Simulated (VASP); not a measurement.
A run of VASP 6.6.1:

The input INCAR:

```
PREC = Accurate
ENCUT = 520
EDIFF = 1E-6
ISMEAR = 0
SIGMA = 0.1
LREAL = F
LASPH = T
NELM = 100
ALGO = Normal
ISIF = 2
LWAVE = F
LCHARG = F
GGA = PE
ISYM = 0
NBANDS = 12
```

Contents of KPOINTS:

```
regular mesh
0
Gamma
  8 8 8
```

The input POSCAR:

```
Hg
1.0
    0.0000000000      2.3919113801      2.3919113801
    2.3919113801      0.0000000000      2.3919113801
    2.3919113801      2.3919113801      0.0000000000
Hg
1
Direct
    0.0000000000      0.0000000000      0.0000000000
```

Potentials or basis: VASP PAW PBE potentials, release 64 (Hg).

Command:

```sh
$ cat potpaw_PBE.64/Hg/POTCAR > POTCAR
$ mpirun -np 1 vasp_std > vasp.out
```

Hardware: 1 thread of Intel Xeon 8259CL (shared host).

How long does it take, and how much memory?

Run time: 2.1 min on 1 thread of Intel Xeon 8259CL, on a shared host, peak memory 0.22 GiB. Counts: scf iterations 11, k points 260.
